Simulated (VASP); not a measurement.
Here is a VASP 6.6.1 calculation.

The input INCAR:

```
SYSTEM = C
PREC = Accurate ; ENCUT = 520
EDIFF = 1E-7 ; ISMEAR = 0
SIGMA = 0.1 ; LREAL = .FALSE.
LASPH = .TRUE. ; NELM = 100
ALGO = Normal ; ISIF = 2
LWAVE = .FALSE. ; LCHARG = .FALSE.
GGA = PS ; NBANDS = 11
```

The input KPOINTS:

```
regular mesh
0
G
  18 18 6
  0 0 0
```

POSCAR

```
C
1.0
    2.3520531090      0.0000000000      0.0000000000
   -1.1760265545      2.0414684787      0.0083595256
    0.0000000000      0.0334985472      8.4273139060
C
2
Direct
    0.3289666674      0.6579333449     -0.0066932308
    0.6710333326      0.3420666551      0.0066932308
```

Potentials or basis: VASP PAW PBE potentials, release 64 (C).

Launch:

```sh
$ cat potpaw_PBE.64/C/POTCAR > POTCAR
$ mpirun -np 1 vasp_std > vasp.out
```

Problem. What does it give for the largest force?

Solution. 3.111 eV/Å.

Forces on the atoms (eV/Å):
```
C    0.000  2.539  1.797
C    0.000 -2.539 -1.797
```

Caveat: the cell differs from its parent crystal (strained and its atoms moved); there is no dipole correction, which matters where the two faces differ; the PAW data sets were made with another functional, which shifts forces and pressure a little.
